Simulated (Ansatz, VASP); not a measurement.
## Two plane-wave programs on BeAl

File INCAR:

```
SYSTEM = BeAl
PREC = Accurate ; ENCUT = 600
EDIFF = 1E-6 ; ISMEAR = 0
SIGMA = 0.1 ; LREAL = .False.
LASPH = .True. ; NELM = 100
ALGO = Fast ; ISIF = 3
LWAVE = .False. ; LCHARG = .False.
GGA = PE ; IBRION = 2
NSW = 100 ; EDIFFG = -0.01
```

KPOINTS

```
regular mesh
0
Gamma
  24 24 12
  0 0 0
```

The input POSCAR:

```
BeAl
1.0
    2.7050174679      0.0000000000      0.0000000000
   -1.3525087339      2.3426138449      0.0000000000
    0.0000000000      0.0000000000      4.8061349572
Be Al
1 1
Direct
    0.0000000000      0.0000000000      0.5000000000
    0.0000000000      0.0000000000      0.0000000000
```

Input for Ansatz:

```yaml
crystal:
  lattice:
    - [2.7050174679, 0.0, 0.0]
    - [-1.3525087339, 2.3426138449, 0.0]
    - [0.0, 0.0, 4.8061349572]
  atoms:
    - { symbol: Be, position: [0.0, 0.0, 0.5] }
    - { symbol: Al, position: [0.0, 0.0, 0.0] }
basis:
  ecutwfc: 420
kpoints:
  mp_grid: { grid: [24, 24, 12] }
hamiltonian:
  xc: pbe
scf:
  occupations: { method: gaussian, width: 0.1 }
output:
  forces: true
  stress: true
  eigenvalues: true
  write_density: true
  write_potential: true
  elf: true
  volumetric_format: npy
relax:
  adjacent_minimum: "off"
  f_tol: 0.01
  max_steps: 80
  cell: { stress_tol: 0.05 }
```

Alike in both runs: task relaxation of cell and atoms; functional PBE; k mesh 24 × 24 × 12; occupations gaussian, width 0.1 eV; no spin polarisation.

|  | VASP | Ansatz |
| --- | --- | --- |
| version | VASP 6.6.1 | Ansatz 0.2.0 |
| potentials or method | VASP PAW PBE potentials, release 64 (Be, Al), cutoff 600 eV | scalar-relativistic, plane waves, PAW |
| valence electrons in the cell | 5 | 5 |

VASP gave:

* gap on the k mesh at the Fermi level, each at its own relaxed structure (eV): none
* relaxed volume (Å³/atom): 14.99
* relaxed length of the cell vector where the two differ most in proportion (Å): 5.295

Question: What did Ansatz give for the same quantities?

Answer: gap on the k mesh at the Fermi level, each at its own relaxed structure (eV): none; relaxed volume (Å³/atom): 14.99; relaxed length of the cell vector where the two differ most in proportion (Å): 5.296.

A gap of «none» marks a metal or a gap that the smearing closes.
